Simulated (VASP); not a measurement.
# Ti: single point with LDA

Ti:

```
Ti
1.0
     2.86387    0.00000    0.00000
    -1.43193    2.48018    0.00000
     0.00000    0.00000    4.53999
Ti
2
Cartesian
  0.0000 1.6535 1.1350
  1.4319 0.8267 3.4050
```

```yaml
Program: VASP 6.6.1
Task: single point
Functional: LDA
Potentials_or_basis: VASP PAW LDA potentials, release 64 (Ti_sv)
Cutoff: 520 eV
k_mesh: 13 × 13 × 7
Occupations: methfessel-paxton, width 0.01 eV
Spin: no spin polarisation
Dipole_correction: no
Further_INCAR_settings: ALGO = Normal; EDIFF = 1e-06; NBANDS = 19
```

```yaml
Pressure: -0.4 GPa
Band_gap_on_the_k_mesh: zero (bands 12 and 13 overlap by 1.10 eV)
```

Stress tensor (GPa, compression positive):
```
-0.58  0.00  0.00
 0.00 -0.58  0.00
 0.00  0.00  0.05
```

Levels at points of the mesh, in eV from the Fermi level:
```tsv
k point	band 10	band 11	band 12	band 13	band 14	band 15
(0.00, 0.00, 0.00)	-2.91	0.74	0.74	0.87	1.05	1.30
```

Wall time 27 s on 1 thread of Intel(R) Xeon(R) Platinum 8488C (Sapphire Rapids), with other jobs on the host, peak memory 0.16 GiB.
